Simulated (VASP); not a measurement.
Write the native input for VASP 6.6.1 that does the following.

```yaml
Task: single point
Functional: PBEsol
Potentials_or_basis: VASP PAW PBE potentials, release 64 (Co, O)
Cutoff: 520 eV
k_mesh: 11 × 11 × 11
Occupations: fermi-dirac, width 0.05 eV
Spin: collinear spin, ferromagnetic start
Starting_moments: "[1.71, 0.0] μB"
Dipole_correction: no
Further_INCAR_settings: ALGO = Normal; EDIFF = 1e-06; NBANDS = 18
```

The structure of CoO lies in POSCAR:

```
CoO
1.0
    0.0000000000      2.1315000000      2.1315000000
    2.1315000000      0.0000000000      2.1315000000
    2.1315000000      2.1315000000      0.0000000000
Co O
1 1
Direct
    0.0000000000      0.0000000000      0.0000000000
    0.5000000000      0.5000000000      0.5000000000
```

One way to write it, as run:

INCAR

```
PREC = Accurate
ENCUT = 520
EDIFF = 1E-6
ISMEAR = -1
SIGMA = 0.05
LREAL = F
LASPH = T
NELM = 150
ALGO = Normal
ISIF = 2
LWAVE = F
LCHARG = F
ISPIN = 2
MAGMOM = 1.71 0
LORBIT = 11
LMAXMIX = 4
GGA = PS
NBANDS = 18
```

KPOINTS

```
regular mesh
0
Gamma
  11 11 11
```

Potentials or basis: VASP PAW PBE potentials, release 64 (Co, O).

The run is started by

```console
$ cat potpaw_PBE.64/Co/POTCAR potpaw_PBE.64/O/POTCAR > POTCAR
$ mpirun -np 1 vasp_std > vasp.out
```

Results of the run:

| Property | Result |
| --- | --- |
| Pressure | -11.6 GPa |
| Net moment | 2.93 μB per cell |
| Site moments | Co +2.57; O +0.32 μB |
| Valence electrons inside the program's atomic spheres | Co 7.80; O 4.95 |

Caveat: the cell stands under tension; the PAW data sets were made with another functional, which shifts forces and pressure a little; a cell with one magnetic atom can't hold antiferromagnetic order, which such compounds often take.

It took 73 s on 1 thread of Intel Xeon 8259CL, with other jobs on the host, peak memory 0.17 GiB.
